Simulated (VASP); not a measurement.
# Te (Fm-3m) in VASP: notebook

Runs on Te. Level: PBEsol. Tasks: single point.

All numbers are computed with VASP 6.6.1; they aren't measurements. Logs are shortened: lines on timing, memory, paths and dates and some standing lists are left out, and cuts for length are marked.

## Step 1: The cell of the first run

It takes space group Fm-3m (No. 225, cubic). The conventional cell has a = 4.752 Å, b = 4.752 Å, c = 4.752 Å, α = 90.00°, β = 90.00°, γ = 90.00°. Within 4.4 Å of Te (site symmetry m-3m) lie 12 Te at 3.36 Å.

## Step 2: Single point, PBEsol

INCAR reads:

```
PREC     = Accurate       # precision mode
ENCUT    = 520            # plane-wave cutoff, eV
EDIFF    = 1E-7           # SCF threshold, eV
ISMEAR   = -1             # smearing method
SIGMA    = 0.1            # smearing width, eV
LREAL    = False          # projectors in reciprocal space
LASPH    = True           # aspherical terms in the spheres
NELM     = 60             # most SCF steps
ALGO     = Normal         # electronic algorithm
ISIF     = 2              # what is computed and relaxed
LWAVE    = False          # write WAVECAR
LCHARG   = False          # write CHGCAR
GGA      = PS             # functional
NBANDS   = 9              # bands
```

KPOINTS reads:

```
regular mesh
0
Gamma
  11 11 11
```

POSCAR reads:

```
Te
1.0
    0.0000000000      2.3760217786      2.3760217786
    2.3760217786      0.0000000000      2.3760217786
    2.3760217786      2.3760217786      0.0000000000
Te
1
Direct
    0.0000000000      0.0000000000      0.0000000000
```

Potentials or basis: VASP PAW PBE potentials, release 64 (Te).

On the command line:

```console
> cat potpaw_PBE.64/Te/POTCAR > POTCAR
> mpirun -np 1 vasp_std > vasp.out
```

OUTCAR:

```text
PREC = Accurate
   ENCUT = 520
   EDIFF = 1E-7
   ISMEAR = -1
   LREAL = False
   LASPH = True
   NELM = 60
   ISIF = 2
   GGA = PS

 ion  position               nearest neighbor table
   1  0.000  0.000  0.000-

  LATTYP: Found a face centered cubic cell.
 ALAT       =     4.7520435572

  Lattice vectors:

 A1 = (   0.0000000000,   2.3760217786,   2.3760217786)
 A2 = (   2.3760217786,   0.0000000000,   2.3760217786)
 A3 = (   2.3760217786,   2.3760217786,   0.0000000000)

Analysis of symmetry for initial positions (statically):
=====================================================================
 Subroutine PRICEL returns:
 Original cell was already a primitive cell.

 Routine SETGRP: Setting up the symmetry group for a
 face centered cubic supercell.

 Subroutine GETGRP returns: Found 48 space group operations
 (whereof 48 operations were pure point group operations)
 out of a pool of 48 trial point group operations.

The static configuration has the point symmetry O_h .

Analysis of symmetry for dynamics (positions and initial velocities):
=====================================================================
 Subroutine PRICEL returns:
 Original cell was already a primitive cell.

 Routine SETGRP: Setting up the symmetry group for a
 face centered cubic supercell.

 Subroutine GETGRP returns: Found 48 space group operations
 (whereof 48 operations were pure point group operations)
 out of a pool of 48 trial point group operations.

The dynamic configuration has the point symmetry O_h .

 Subroutine INISYM returns: Found 48 space group operations
 (whereof 48 operations are pure point group operations),
 and found     1 'primitive' translations

----------------------------------------------------------------------------------------

                                     Primitive cell

  volume of cell :      26.8276

  direct lattice vectors                    reciprocal lattice vectors
     0.000000000  2.376021779  2.376021779    -0.210435782  0.210435782  0.210435782
     2.376021779  0.000000000  2.376021779     0.210435782 -0.210435782  0.210435782
     2.376021779  2.376021779  0.000000000     0.210435782  0.210435782 -0.210435782

  length of vectors
     3.360202224  3.360202224  3.360202224     0.364485465  0.364485465  0.364485465

  position of ions in fractional coordinates (direct lattice)
     0.000000000  0.000000000  0.000000000

  ion indices of the primitive-cell ions
   primitive index   ion index
                 1           1

----------------------------------------------------------------------------------------

 KPOINTS: regular mesh

Automatic generation of k-mesh.
 Grid dimensions read from file:
 generate k-points for:   11   11   11

 Generating k-lattice:

  Cartesian coordinates                     Fractional coordinates (reciprocal lattice)
    -0.019130526  0.019130526  0.019130526     0.090909091  0.000000000  0.000000000
     0.019130526 -0.019130526  0.019130526     0.000000000  0.090909091  0.000000000
     0.019130526  0.019130526 -0.019130526     0.000000000  0.000000000  0.090909091

  Length of vectors
     0.033135042  0.033135042  0.033135042

  Shift w.r.t. Gamma in fractional coordinates (k-lattice)
     0.000000000  0.000000000  0.000000000

 Subroutine IBZKPT returns following result:
 ===========================================

 Found     56 irreducible k-points:

 Following reciprocal coordinates:
            Coordinates               Weight
  0.000000  0.000000  0.000000      1.000000
  0.090909  0.000000  0.000000      8.000000
  0.181818  0.000000  0.000000      8.000000
  0.272727  0.000000  0.000000      8.000000
  0.363636  0.000000  0.000000      8.000000
  0.454545  0.000000  0.000000      8.000000
[... 16 lines left out ...]
 -0.272727  0.181818  0.000000     24.000000
 -0.181818  0.181818  0.000000     12.000000
 [... further k-points ...]
   k-points           NKPTS =     56   k-points in BZ     NKDIM =     56   number of bands    NBANDS=      9
   number of dos      NEDOS =    301   number of ions     NIONS =      1
   total plane-waves  NPLWV =  21952
   dimension x,y,z NGX =    28 NGY =   28 NGZ =   28
   dimension x,y,z NGXF=    56 NGYF=   56 NGZF=   56
   ions per type =               1
   NGX,Y,Z   is equivalent  to a cutoff of  13.85, 13.85, 13.85 a.u.
   NGXF,Y,Z  is equivalent  to a cutoff of  27.71, 27.71, 27.71 a.u.
 SYSTEM =  unknown system
   PREC   = accura    normal or accurate (medium, high low for compatibility)
   ISTART =      0    job   : 0-new  1-cont  2-samecut
   ICHARG =      2    charge: 1-file 2-atom 10-const
   ISPIN  =      1    spin polarized calculation?
   LNONCOLLINEAR =      F non collinear calculations
   LSORBIT =      F    spin-orbit coupling
   LASPH  =      T    aspherical Exc in radial PAW
   ENCUT  =  520.0 eV  38.22 Ry    6.18 a.u.   6.25  6.25  6.25*2*pi/ulx,y,z
   NELM   =     60;   NELMIN=  2; NELMDL= -5     # of ELM steps
   EDIFF  = 0.1E-06   stopping-criterion for ELM
   LREAL  =      F    real-space projection
   EDIFFG = 0.1E-05   stopping-criterion for IOM
   NSW    =      0    number of steps for IOM
   IBRION =     -1    ionic relax: 0-MD 1-quasi-New 2-CG
   NFREE  =      0    steps in history (QN), initial steepest desc. (CG)
   ISIF   =      2    stress and relaxation
   ISYM   =      2    0-nonsym 1-usesym 2-fastsym
   POTIM  = 0.5000    time-step for ionic-motion
   TEBEG  =    0.0;   TEEND  =   0.0 temperature during run
   PSTRESS=    0.0 pullay stress
   NELECT =       6.0000    total number of electrons
   NUPDOWN=      -1.0000    fix difference up-down
   EMIN   =  10.00;   EMAX   =-10.00  energy-range for DOS
   EFERMI =   0.00;   METHOD = LEGACY
   ISMEAR =    -1;   SIGMA  =   0.10  broadening in eV -4-tet -1-fermi 0-gaus
   EFERMI_NEDOS =   21; number of points for ismear=-14 and -15
   IALGO  =     38    algorithm
   IMIX   =      4    mixing-type and parameters
     AMIX     =   0.40;   BMIX     =  1.00
     AMIX_MAG =   1.60;   BMIX_MAG =  1.00
  volume/ion in A,a.u.               =      26.83       181.04
  Fermi-wavevector in a.u.,A,eV,Ry     =   0.993722  1.877862 13.435523  0.987483
  Thomas-Fermi vector in A             =   2.125623
   LORBIT       =      0    0 simple, 1 ext, 2 COOP (PROOUT), +10 PAW based schemes
   GGA     = PS    functional components
   LHFCALC =     F    Hartree Fock is set to
   AEXX    =    0.0000 exact exchange contribution
   IVDW    =     0    specifies the selected vdW correction
   LEPSILON=     F    determine dielectric tensor
   LRPA    =     F    only Hartree local field effects (RPA)
 non-spin polarized calculation
  energy-cutoff  :      520.00
  volume of cell :       26.83
 maximum number of plane-waves:       736
 NGX is ok and might be reduce to    28
   NGX = 13   NGY = 13   NGZ = 13

 number of electron       6.0000000 magnetization

 Free energy of the ion-electron system (eV)
  ---------------------------------------------------
  ext. energy  EPLUGINS =         0.00000000
  ---------------------------------------------------
  free energy    TOTEN  =        -3.21978133 eV

  energy without entropy =       -3.19076978  energy(sigma->0) =       -3.20527555

 E-fermi :   8.4637     XC(G=0): -10.4622

 val. band max:        8.4062593800   @ k =  -0.2727   0.3636   0.0909
 cond. band min:       8.4862320021   @ k =   0.4545   0.2727   0.0000
 fundamental gap:      0.0799726221
 Fermi energy:         8.4637499951

 k-point     1 :       0.0000    0.0000    0.0000
  band No.  band energies     occupation
      1      -5.8326      2.00000
      2      11.8198      0.00000
      3      11.8198      0.00000
      4      11.8198      0.00000
      5      18.1003      0.00000
      6      18.1003      0.00000
      7      18.1003      0.00000
      8      18.7803      0.00000
      9      18.9552      0.00000

 k-point     2 :       0.0909    0.0000    0.0000
  band No.  band energies     occupation
      1      -5.6804      2.00000
      2      10.6115      0.00000
      3      11.6620      0.00000
      4      11.6620      0.00000
      5      17.1687      0.00000
      6      18.3896      0.00000
      7      18.3896      0.00000
      8      19.4919      0.00000
      9      20.7439      0.00000

 k-point     3 :       0.1818    0.0000    0.0000
  band No.  band energies     occupation
      1      -5.2307      2.00000
      2       8.2406      1.80601
      3      11.2943      0.00000
      4      11.2943      0.00000
      5      16.4081      0.00000
      6      18.7857      0.00000
      7      18.7857      0.00000
      8      20.7713      0.00000
      9      20.8732      0.00000

 k-point     4 :       0.2727    0.0000    0.0000
  band No.  band energies     occupation
      1      -4.5112      2.00000
      2       5.7969      2.00000
      3      10.8957      0.00000
      4      10.8957      0.00000
      5      15.9451      0.00000
      6      18.3075      0.00000
      7      18.3075      0.00000
      8      19.8216      0.00000
      9      21.7602      0.00000

 k-point     5 :       0.3636    0.0000    0.0000
  band No.  band energies     occupation
      1      -3.6090      2.00000
      2       3.6709      2.00000
      3      10.5845      0.00000
      4      10.5845      0.00000
      5      15.7118      0.00000
      6      17.6773      0.00000
      7      17.6773      0.00000
      8      18.9097      0.00000
      9      23.4937      0.00000

 k-point     6 :       0.4545    0.0000    0.0000
  band No.  band energies     occupation
      1      -2.8188      2.00000
      2       2.2530      2.00000
      3      10.4178      0.00000
      4      10.4178      0.00000
      5      15.6320      0.00000
      6      17.3259      0.00000
      7      17.3259      0.00000
      8      18.4075      0.00000
      9      25.5764      0.00000
[... 169 lines left out ...]
 k-point    21 :      -0.4545    0.1818    0.0000
  band No.  band energies     occupation
      1      -2.2724      2.00000
      2       2.6176      2.00000
      3       7.5093      1.99986
      4       9.4654      0.00009
      5      14.5741      0.00000
      6      18.6139      0.00000
      7      19.1663      0.00000
      8      22.0045      0.00000
      9      22.8540      0.00000

 k-point    22 :      -0.3636    0.1818    0.0000
  band No.  band energies     occupation
      1      -2.5937      2.00000
      2       3.1466      2.00000
      3       7.2070      1.99999
      4       9.9461      0.00000
      5      15.0732      0.00000
      6      18.4888      0.00000
      7      18.8480      0.00000
      8      22.7989      0.00000
      9      22.8117      0.00000

 k-point    23 :      -0.2727    0.1818    0.0000
  band No.  band energies     occupation
      1      -3.4389      2.00000
      2       4.7166      2.00000
      3       7.2540      1.99999
      4      10.5847      0.00000
      5      15.9018      0.00000
      6      18.3431      0.00000
      7      18.8233      0.00000
      8      20.8345      0.00000
      9      21.1829      0.00000

 k-point    24 :      -0.1818    0.1818    0.0000
  band No.  band energies     occupation
      1      -4.2689      2.00000
      2       6.4265      2.00000
      3       7.9634      1.98666
      4      11.2085      0.00000
      5      17.0256      0.00000
      6      17.9078      0.00000
      7      19.0241      0.00000
      8      19.4544      0.00000
      9      19.9108      0.00000

 [... further k-points ...]

------------------------ aborting loop because EDIFF is reached ----------------------------------------

  FORCE on cell =-STRESS in cart. coord.  units (eV):
  Direction    XX          YY          ZZ          XY          YZ          ZX
  --------------------------------------------------------------------------------------
  -------------------------------------------------------------------------------------
  Total       -0.0023579     -0.0023579     -0.0023579     -0.0000000     -0.0000000     -0.0000000
  in kB       -0.1408190     -0.1408190     -0.1408190     -0.0000000     -0.0000000     -0.0000000
  external PRESSURE =      -0.1408190 kB  Pullay stress =       0.0000000 kB

 VOLUME and BASIS-vectors are now :
 -----------------------------------------------------------------------------
  energy-cutoff  :      520.00
  volume of cell :       26.83
      direct lattice vectors                 reciprocal lattice vectors
     0.000000000  2.376021779  2.376021779    -0.210435782  0.210435782  0.210435782
     2.376021779  0.000000000  2.376021779     0.210435782 -0.210435782  0.210435782
     2.376021779  2.376021779  0.000000000     0.210435782  0.210435782 -0.210435782

 POSITION                                       TOTAL-FORCE (eV/Angst)
 -----------------------------------------------------------------------------------
      0.00000      0.00000      0.00000         0.000000     -0.000000     -0.000000
 -----------------------------------------------------------------------------------
    total drift:                                0.000000      0.000000      0.000000

  FREE ENERGIE OF THE ION-ELECTRON SYSTEM (eV)
  ---------------------------------------------------
  free  energy   TOTEN  =        -3.2197813286 eV

  energy  without entropy=       -3.1907697769  energy(sigma->0) =       -3.20527555
```

It took 25 s on 1 thread of Intel Xeon 6975P-C, shared host; peak memory 0.16 GiB.

What came out:

* Free energy: -3.2198 eV
* Pressure: 0.0 GPa
* Band gap on the k mesh: zero (band 3 reaches 11.82 eV, above the bottom of band 4 at 6.56 eV)

Caveat: the PAW data sets were made with another functional, which shifts forces and pressure a little; spin-orbit coupling is left out, which moves the levels of the heavy elements.

(Continued in part 2 of 2.)
